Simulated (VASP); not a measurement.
# La2O3 (P-3m1) in VASP: further runs

La2O3 is run at these levels: PBEsol, PBE, LDA; tasks: single point, relaxation of cell and atoms.

Program: VASP 6.6.1. These are calculated values, not measurements. Logs are shortened: lines on timing, memory, paths and dates and some standing lists are left out, and cuts for length are marked.

### 1 The cell of the first run

Symmetry: P-3m1, No. 164, trigonal system. The conventional cell has a = 3.906 Å, b = 3.906 Å, c = 6.041 Å, α = 90.00°, β = 90.00°, γ = 120.00°. Within 3.1 Å of La (site symmetry 3m) lie 7 O at 2.35 to 2.70 Å. Within 3.6 Å of O (site symmetry -3m) lie 6 La at 2.70 Å and 6 O at 3.11 Å. O (site symmetry 3m) has 4 La at 2.35 to 2.42 Å and 6 O at 2.86 to 3.11 Å within 3.2 Å.

### 2 Single point, PBEsol

The input, INCAR:

```
SYSTEM = La2O3
ALGO     = Normal         ! electronic algorithm
EDIFF    = 1E-7           ! SCF threshold, eV
ENCUT    = 520            ! plane-wave cutoff, eV
GGA      = PS             ! functional
ISIF     = 2              ! what is computed and relaxed
ISMEAR   = -1             ! smearing method
LASPH    = .True.         ! aspherical terms in the spheres
LCHARG   = .True.         ! write CHGCAR
LELF     = .True.         ! ELF
LREAL    = .False.        ! projectors in reciprocal space
LVHAR    = .True.       
LWAVE    = .False.        ! write WAVECAR
NBANDS   = 28             ! bands
NELM     = 80             ! most SCF steps
PREC     = Accurate       ! precision mode
SIGMA    = 0.05           ! smearing width, eV
```

The input, KPOINTS:

```
k-points
0
Gamma
  6 6 4
  0 0 0
```

The input, POSCAR:

```
La2O3
1.0
    3.9061924075      0.0000000000      0.0000000000
   -1.9530962038      3.3828618570      0.0000000000
    0.0000000000      0.0000000000      6.0414755437
La O
2 3
Direct
    0.3333333333      0.6666666667      0.2453774240
    0.6666666667      0.3333333333      0.7546225760
    0.0000000000      0.0000000000      0.0000000000
    0.3333333333      0.6666666667      0.6460369550
    0.6666666667      0.3333333333      0.3539630450
```

Potentials or basis: VASP PAW PBE potentials, release 64 (La, O).

Started as:

```sh
> cat potpaw_PBE.64/La/POTCAR potpaw_PBE.64/O/POTCAR > POTCAR
> mpirun -np 1 vasp_std > vasp.out
```

OUTCAR:

```text
SYSTEM = La2O3
   EDIFF = 1E-7
   ENCUT = 520
   GGA = PS
   ISIF = 2
   ISMEAR = -1
   LASPH = .True.
   LREAL = .False.
   NELM = 80
   PREC = Accurate

 ion  position               nearest neighbor table
   1  0.333  0.667  0.245-   5 2.35   5 2.35   5 2.35   4 2.42   3 2.70   3 2.70   3 2.70
   2  0.667  0.333  0.755-   4 2.35   4 2.35   4 2.35   5 2.42   3 2.70   3 2.70   3 2.70
   3  0.000  0.000  0.000-   1 2.70   2 2.70   2 2.70   1 2.70   2 2.70   1 2.70
   4  0.333  0.667  0.646-   2 2.35   2 2.35   2 2.35   1 2.42
   5  0.667  0.333  0.354-   1 2.35   1 2.35   1 2.35   2 2.42

  LATTYP: Found a hexagonal cell.
 ALAT       =     3.9061924075
 C/A-ratio  =     1.5466405424

  Lattice vectors:

 A1 = (   3.9061924075,   0.0000000000,   0.0000000000)
 A2 = (  -1.9530962038,   3.3828618570,   0.0000000000)
 A3 = (   0.0000000000,   0.0000000000,   6.0414755437)

Analysis of symmetry for initial positions (statically):
=====================================================================
 Subroutine PRICEL returns:
 Original cell was already a primitive cell.

 Routine SETGRP: Setting up the symmetry group for a
 hexagonal supercell.

 Subroutine GETGRP returns: Found 12 space group operations
 (whereof 12 operations were pure point group operations)
 out of a pool of 24 trial point group operations.

The static configuration has the point symmetry D_3d.

Analysis of symmetry for dynamics (positions and initial velocities):
=====================================================================
 Subroutine PRICEL returns:
 Original cell was already a primitive cell.

 Routine SETGRP: Setting up the symmetry group for a
 hexagonal supercell.

 Subroutine GETGRP returns: Found 12 space group operations
 (whereof 12 operations were pure point group operations)
 out of a pool of 24 trial point group operations.

The dynamic configuration has the point symmetry D_3d.

 Subroutine INISYM returns: Found 12 space group operations
 (whereof 12 operations are pure point group operations),
 and found     1 'primitive' translations

----------------------------------------------------------------------------------------

                                     Primitive cell

  volume of cell :      79.8327

  direct lattice vectors                    reciprocal lattice vectors
     3.906192407  0.000000000  0.000000000     0.256003774  0.147803848  0.000000000
    -1.953096204  3.382861857  0.000000000     0.000000000  0.295607696  0.000000000
     0.000000000  0.000000000  6.041475544     0.000000000  0.000000000  0.165522478

  length of vectors
     3.906192407  3.906192408  6.041475544     0.295607696  0.295607696  0.165522478

  position of ions in fractional coordinates (direct lattice)
     0.333333333  0.666666667  0.245377424
     0.666666667  0.333333333  0.754622576
     0.000000000  0.000000000  0.000000000
     0.333333333  0.666666667  0.646036955
     0.666666667  0.333333333  0.353963045

  ion indices of the primitive-cell ions
   primitive index   ion index
                 1           1
                 2           2
                 3           3
                 4           4
                 5           5

----------------------------------------------------------------------------------------

 KPOINTS: k-points

Automatic generation of k-mesh.
 Grid dimensions read from file:
 generate k-points for:    6    6    4

 Generating k-lattice:

  Cartesian coordinates                     Fractional coordinates (reciprocal lattice)
     0.042667296  0.024633975  0.000000000     0.166666667 -0.000000000  0.000000000
     0.000000000  0.049267949  0.000000000     0.000000000  0.166666667  0.000000000
     0.000000000  0.000000000  0.041380619     0.000000000  0.000000000  0.250000000

  Length of vectors
     0.049267949  0.049267949  0.041380619

  Shift w.r.t. Gamma in fractional coordinates (k-lattice)
     0.000000000  0.000000000  0.000000000

 Subroutine IBZKPT returns following result:
 ===========================================

 Found     24 irreducible k-points:

 Following reciprocal coordinates:
            Coordinates               Weight
  0.000000  0.000000  0.000000      1.000000
  0.166667 -0.000000  0.000000      6.000000
  0.333333  0.000000  0.000000      6.000000
  0.500000  0.000000  0.000000      3.000000
  0.166667  0.166667  0.000000      6.000000
  0.333333  0.166667  0.000000     12.000000
[... 16 lines left out ...]
  0.333333  0.166667  0.500000     12.000000
  0.333333  0.333333  0.500000      2.000000
   k-points           NKPTS =     24   k-points in BZ     NKDIM =     24   number of bands    NBANDS=     28
   number of dos      NEDOS =    301   number of ions     NIONS =      5
   total plane-waves  NPLWV =  43200
   dimension x,y,z NGX =    30 NGY =   30 NGZ =   48
   dimension x,y,z NGXF=    60 NGYF=   60 NGZF=   96
   ions per type =               2   3
   NGX,Y,Z   is equivalent  to a cutoff of  12.77, 12.77, 13.21 a.u.
   NGXF,Y,Z  is equivalent  to a cutoff of  25.54, 25.54, 26.42 a.u.
 SYSTEM =  La2O3
   PREC   = accura    normal or accurate (medium, high low for compatibility)
   ISTART =      0    job   : 0-new  1-cont  2-samecut
   ICHARG =      2    charge: 1-file 2-atom 10-const
   ISPIN  =      1    spin polarized calculation?
   LNONCOLLINEAR =      F non collinear calculations
   LSORBIT =      F    spin-orbit coupling
   LASPH  =      T    aspherical Exc in radial PAW
   ENCUT  =  520.0 eV  38.22 Ry    6.18 a.u.   7.26  7.26 11.23*2*pi/ulx,y,z
   NELM   =     80;   NELMIN=  2; NELMDL= -5     # of ELM steps
   EDIFF  = 0.1E-06   stopping-criterion for ELM
   LREAL  =      F    real-space projection
   EDIFFG = 0.1E-05   stopping-criterion for IOM
   NSW    =      0    number of steps for IOM
   IBRION =     -1    ionic relax: 0-MD 1-quasi-New 2-CG
   NFREE  =      0    steps in history (QN), initial steepest desc. (CG)
   ISIF   =      2    stress and relaxation
   ISYM   =      2    0-nonsym 1-usesym 2-fastsym
   POTIM  = 0.5000    time-step for ionic-motion
   TEBEG  =    0.0;   TEEND  =   0.0 temperature during run
   PSTRESS=    0.0 pullay stress
   NELECT =      40.0000    total number of electrons
   NUPDOWN=      -1.0000    fix difference up-down
   EMIN   =  10.00;   EMAX   =-10.00  energy-range for DOS
   EFERMI =   0.00;   METHOD = LEGACY
   ISMEAR =    -1;   SIGMA  =   0.05  broadening in eV -4-tet -1-fermi 0-gaus
   EFERMI_NEDOS =   21; number of points for ismear=-14 and -15
   IALGO  =     38    algorithm
   IMIX   =      4    mixing-type and parameters
     AMIX     =   0.40;   BMIX     =  1.00
     AMIX_MAG =   1.60;   BMIX_MAG =  1.00
  volume/ion in A,a.u.               =      15.97       107.75
  Fermi-wavevector in a.u.,A,eV,Ry     =   1.300273  2.457160 23.003502  1.690710
  Thomas-Fermi vector in A             =   2.431483
   LORBIT       =      0    0 simple, 1 ext, 2 COOP (PROOUT), +10 PAW based schemes
   GGA     = PS    functional components
   LHFCALC =     F    Hartree Fock is set to
   AEXX    =    0.0000 exact exchange contribution
   IVDW    =     0    specifies the selected vdW correction
   LEPSILON=     F    determine dielectric tensor
   LRPA    =     F    only Hartree local field effects (RPA)
 non-spin polarized calculation
  energy-cutoff  :      520.00
  volume of cell :       79.83
 maximum number of plane-waves:      2189
 NGX is ok and might be reduce to    30
   NGX = 15   NGY = 15   NGZ = 23

 number of electron      39.9999995 magnetization

 Free energy of the ion-electron system (eV)
  ---------------------------------------------------
  ext. energy  EPLUGINS =         0.00000000
  ---------------------------------------------------
  free energy    TOTEN  =       -43.70944880 eV

  energy without entropy =      -43.70944880  energy(sigma->0) =      -43.70944880

 E-fermi :   7.2603     XC(G=0): -10.8438

 val. band max:        6.0667610068   @ k =   0.5000   0.0000   0.5000
 cond. band min:       9.8513005856   @ k =   0.3333   0.3333   0.0000
 fundamental gap:      3.7845395788
 Fermi energy:         7.2603145218

 k-point     1 :       0.0000    0.0000    0.0000
  band No.  band energies     occupation
      1     -23.6305      2.00000
      2     -23.3475      2.00000
      3     -10.9141      2.00000
      4      -9.5846      2.00000
      5      -9.1466      2.00000
      6      -7.0963      2.00000
[... 20 lines left out ...]
     27      11.6303      0.00000
     28      11.8616      0.00000

 k-point     2 :       0.1667   -0.0000    0.0000
  band No.  band energies     occupation
      1     -23.5783      2.00000
      2     -23.3275      2.00000
      3     -10.9121      2.00000
      4     -10.0735      2.00000
      5      -9.4803      2.00000
      6      -7.2125      2.00000
[... 20 lines left out ...]
     27      11.7648      0.00000
     28      11.8345      0.00000

 k-point     3 :       0.3333    0.0000    0.0000
  band No.  band energies     occupation
      1     -23.4615      2.00000
      2     -23.2969      2.00000
      3     -11.0954      2.00000
      4     -10.8405      2.00000
      5      -9.5404      2.00000
      6      -7.4132      2.00000
[... 20 lines left out ...]
     27      11.7021      0.00000
     28      11.7251      0.00000

 k-point     4 :       0.5000    0.0000    0.0000
  band No.  band energies     occupation
      1     -23.3871      2.00000
      2     -23.2958      2.00000
      3     -11.2127      2.00000
      4     -11.2063      2.00000
      5      -9.3237      2.00000
      6      -7.7789      2.00000
[... 578 lines left out ...]
     27      11.6579      0.00000
     28      11.7840      0.00000

 k-point    23 :       0.3333    0.1667    0.5000
  band No.  band energies     occupation
      1     -23.3472      2.00000
      2     -23.3352      2.00000
      3     -11.3539      2.00000
      4     -11.1444      2.00000
      5      -9.4377      2.00000
      6      -7.5207      2.00000
[... 20 lines left out ...]
     27      11.6702      0.00000
     28      11.6931      0.00000

 k-point    24 :       0.3333    0.3333    0.5000
  band No.  band energies     occupation
      1     -23.3218      2.00000
      2     -23.3218      2.00000
      3     -11.2976      2.00000
      4     -11.2976      2.00000
      5      -9.7155      2.00000
      6      -7.7405      2.00000
[... 20 lines left out ...]
     27      11.6523      0.00000
     28      11.6850      0.00000

------------------------ aborting loop because EDIFF is reached ----------------------------------------

  FORCE on cell =-STRESS in cart. coord.  units (eV):
  Direction    XX          YY          ZZ          XY          YZ          ZX
  --------------------------------------------------------------------------------------
  -------------------------------------------------------------------------------------
  Total       -0.1102700     -0.1102700     -0.1021117      0.0000000      0.0000000     -0.0000000
  in kB       -2.2130288     -2.2130288     -2.0492988      0.0000000      0.0000000     -0.0000000
  external PRESSURE =      -2.1584521 kB  Pullay stress =       0.0000000 kB

 VOLUME and BASIS-vectors are now :
 -----------------------------------------------------------------------------
  energy-cutoff  :      520.00
  volume of cell :       79.83
      direct lattice vectors                 reciprocal lattice vectors
     3.906192407  0.000000000  0.000000000     0.256003774  0.147803848  0.000000000
    -1.953096204  3.382861857  0.000000000     0.000000000  0.295607696  0.000000000
     0.000000000  0.000000000  6.041475544     0.000000000  0.000000000  0.165522478

 POSITION                                       TOTAL-FORCE (eV/Angst)
 -----------------------------------------------------------------------------------
     -0.00000      2.25524      1.48244         0.000000      0.000000      0.009044
      1.95310      1.12762      4.55903         0.000000      0.000000     -0.009044
      0.00000      0.00000      0.00000        -0.000000      0.000000      0.000000
     -0.00000      2.25524      3.90302        -0.000000     -0.000000      0.000113
      1.95310      1.12762      2.13846        -0.000000      0.000000     -0.000113
 -----------------------------------------------------------------------------------
    total drift:                               -0.000000      0.000000     -0.000000

  FREE ENERGIE OF THE ION-ELECTRON SYSTEM (eV)
  ---------------------------------------------------
  free  energy   TOTEN  =       -43.7094487990 eV

  energy  without entropy=      -43.7094487990  energy(sigma->0) =      -43.70944880
```

It took 61 s on 1 thread of AMD EPYC 9R45 (Zen 5), shared host; peak memory 0.2 GiB.

Results:

| Quantity | Value |
| --- | --- |
| Free energy | -43.7094 eV |
| Pressure | -0.2 GPa |
| Largest force | 0.009 eV/Å |
| Band gap on the k mesh | 3.78 eV (least direct gap 3.87 eV) |

Forces on the atoms (eV/Å):
```
La   0.000  0.000  0.009
La   0.000  0.000 -0.009
O    0.000  0.000  0.000
O    0.000  0.000  0.000
O    0.000  0.000  0.000
```

Levels at points of the mesh, in eV from the valence-band top:
```
           k point  band 17  band 18  band 19  band 20  band 21  band 22  band 23  band 24
(0.00, 0.00, 0.00)    -1.76    -0.43    -0.43    -0.15     4.31     4.58     4.58     5.24
(0.50, 0.00, 0.00)    -0.75    -0.67    -0.42    -0.32     3.82     4.79     5.32     5.35
(0.00, 0.00, 0.50)    -1.06    -0.86    -0.32    -0.32     4.77     4.77     4.78     5.09
(0.50, 0.00, 0.50)    -0.96    -0.77    -0.37     0.00     4.46     4.66     5.21     5.37
```

Caveat: the PAW data sets were made with another functional, which shifts forces and pressure a little; spin-orbit coupling is left out, which moves the levels of the heavy elements. A k mesh can miss the band edges.

### 3 Single point, PBE

This run uses another cell than the first one, of 16.64 Å³/atom.

The input, INCAR:

```
PREC     = Accurate       # precision mode
ENCUT    = 520            # plane-wave cutoff, eV
EDIFF    = 1E-7           # SCF threshold, eV
ISMEAR   = -1             # smearing method
SIGMA    = 0.05           # smearing width, eV
LREAL    = False          # projectors in reciprocal space
LASPH    = True           # aspherical terms in the spheres
NELM     = 100            # most SCF steps
ALGO     = Normal         # electronic algorithm
ISIF     = 2              # what is computed and relaxed
LWAVE    = False          # write WAVECAR
LCHARG   = False          # write CHGCAR
GGA      = PE             # functional
NBANDS   = 28             # bands
```

The input, KPOINTS:

```
Automatic mesh
0
Gamma
  6 6 4
```

The input, POSCAR:

```
La2O3
1.0
    3.9403554992      0.0000000000      0.0000000000
   -1.9701777496      3.4124479623      0.0000000000
    0.0000000000      0.0000000000      6.1890645064
La O
2 3
Direct
    0.3333333333      0.6666666667      0.2474190911
    0.6666666667      0.3333333333      0.7525809089
    0.0000000000      0.0000000000      0.0000000000
    0.3333333333      0.6666666667      0.6453231028
    0.6666666667      0.3333333333      0.3546768972
```

Potentials or basis: VASP PAW PBE potentials, release 64 (La, O).

Started as:

```sh
> cat potpaw_PBE.64/La/POTCAR potpaw_PBE.64/O/POTCAR > POTCAR
> mpirun -np 1 vasp_std > vasp.out
```

Wall time 50 s (1 thread of AMD EPYC 9R45 (Zen 5), shared host); peak memory 0.2 GiB.

It converged, with:

| Item | Value |
| --- | --- |
| Free energy | -41.8251 eV |
| Pressure | -0.3 GPa |
| Largest force | 0.009 eV/Å |
| Band gap on the k mesh | 3.85 eV (least direct gap 3.98 eV) |

Forces in eV/Å, atoms in the order of the input:
```
La   0.000  0.000  0.009
La   0.000  0.000 -0.009
O    0.000  0.000  0.000
O    0.000  0.000  0.002
O    0.000  0.000 -0.002
```

Levels at points of the mesh, in eV from the valence-band top:
```
           k point  band 16  band 17  band 18  band 19  band 20  band 21  band 22  band 23  band 24  band 25
(0.00, 0.00, 0.00)    -2.07    -1.61    -0.34    -0.34    -0.08     4.26     4.62     4.62     5.06     5.30
(0.50, 0.00, 0.00)    -0.74    -0.71    -0.64    -0.40    -0.28     3.85     4.68     5.10     5.16     5.21
(0.00, 0.00, 0.50)    -1.86    -0.97    -0.74    -0.26    -0.26     4.65     4.73     4.73     4.87     5.32
(0.50, 0.00, 0.50)    -0.97    -0.94    -0.67    -0.35     0.00     4.36     4.59     5.01     5.14     5.21
```

Caveat: spin-orbit coupling is left out, which moves the levels of the heavy elements.

[end of part 1 of 3]
